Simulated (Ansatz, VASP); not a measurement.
One calculation of SiO2, two programs

The input POSCAR:

```
SiO2
1.0
    4.1412033200      0.0000000000      0.0000000000
    0.0000000000      4.1412033200      0.0000000000
    0.0000000000      0.0000000000      2.6424670100
Si O
2 4
Direct
    0.0000000000      0.0000000000      0.0000000000
    0.5000000000      0.5000000000      0.5000000000
    0.3061500000      0.3061500000      0.0000000000
    0.1938500000      0.8061500000      0.5000000000
    0.6938500000      0.6938500000      0.0000000000
    0.8061500000      0.1938500000      0.5000000000
```

File INCAR.step1:

```
PREC = Accurate
ENCUT = 520
ISMEAR = -1
SIGMA = 0.1
LREAL = False
LASPH = True
NELM = 80
NBANDS = 25
GGA = PE
ALGO = Normal
EDIFF = 1E-4
LWAVE = True
LCHARG = False
```

File INCAR.step2:

```
PREC = Accurate
ENCUT = 520
EDIFF = 1E-6
ISMEAR = -1
SIGMA = 0.1
LREAL = False
LASPH = True
NELM = 80
ALGO = Normal
ISIF = 2
LWAVE = False
LCHARG = True
METAGGA = R2SCAN
LMIXTAU = True
LELF = True
LVHAR = True
NBANDS = 25
ISTART = 1
```

File KPOINTS:

```
Automatic mesh
0
Gamma
  6 6 10
```

Input for Ansatz:

```yaml
crystal:
  lattice:
    - [4.14120332, 0.0, 0.0]
    - [0.0, 4.14120332, 0.0]
    - [0.0, 0.0, 2.64246701]
  atoms:
    - { symbol: Si, position: [0.0, 0.0, 0.0] }
    - { symbol: Si, position: [0.5, 0.5, 0.5] }
    - { symbol: O, position: [0.30615, 0.30615, 0.0] }
    - { symbol: O, position: [0.19385, 0.80615, 0.5] }
    - { symbol: O, position: [0.69385, 0.69385, 0.0] }
    - { symbol: O, position: [0.80615, 0.19385, 0.5] }
  symmetry: { tolerance: 0.0003 }
kpoints:
  mp_grid: { grid: [6, 6, 10], shift: [0, 0, 0] }
  band_path:
    path:
      - [0.0, 0.0, 0.0]
      - [0.0, 0.5, 0.0]
      - [0.5, 0.5, 0.0]
      - [0.0, 0.0, 0.0]
      - [0.0, 0.0, 0.5]
      - [0.0, 0.5, 0.5]
      - [0.5, 0.5, 0.5]
      - [0.0, 0.0, 0.5]
      - [0.0, 0.5, 0.0]
      - [0.0, 0.5, 0.5]
      - [0.5, 0.5, 0.0]
    npoints: 6
magnetization:
  spin_polarized: false
scf:
  occupations: { method: fermi_dirac }
  lower_state_search: "off"
  max_iter: 200
hamiltonian:
  pseudopotentials: { kind: paw }
  xc: r2scan
basis:
  ecutwfc: 500
  fft_grid_basis: typed
output:
  forces: true
  stress: true
  eigenvalues: true
  bader: true
  populations: true
  elf: true
  write_potential: true
  volumetric_format: npy
  dos:
    e_range: [-12, 8]
    de: 0.05
    projected: { site_lists: { O: [O], Si: [Si] } }
checkpoint:
  read: saved_state
```

Alike in both runs: task single point; functional r2SCAN; k mesh 6 × 6 × 10; no spin polarisation.

```csv
,VASP,Ansatz
version,VASP 6.6.1,Ansatz 0.2.0
potentials or method,"VASP PAW PBE potentials, release 64 (Si, O), cutoff 520 eV",PAW plane waves
occupations,"fermi-dirac, width 0.1 eV",fermi-dirac
valence electrons in the cell,32,32
```

|  | VASP | Ansatz | Ansatz less VASP |
| --- | --- | --- | --- |
| gap on the k mesh at the Fermi level (eV) | 7.10 | 7.10 | 0.000 |
| pressure (GPa) | 11.6 | 11.2 | -0.46 |
| traceless stress, the component that is largest in VASP (GPa) | 1.97 | 1.31 | -0.658 |
| rms of the force components (eV/Å) | 0.124 | 0.113 | -0.0112 |

VASP's potentials were made for PBE, not for r2SCAN. Atom by atom the forces differ by 0.011 eV/Å (rms over components).
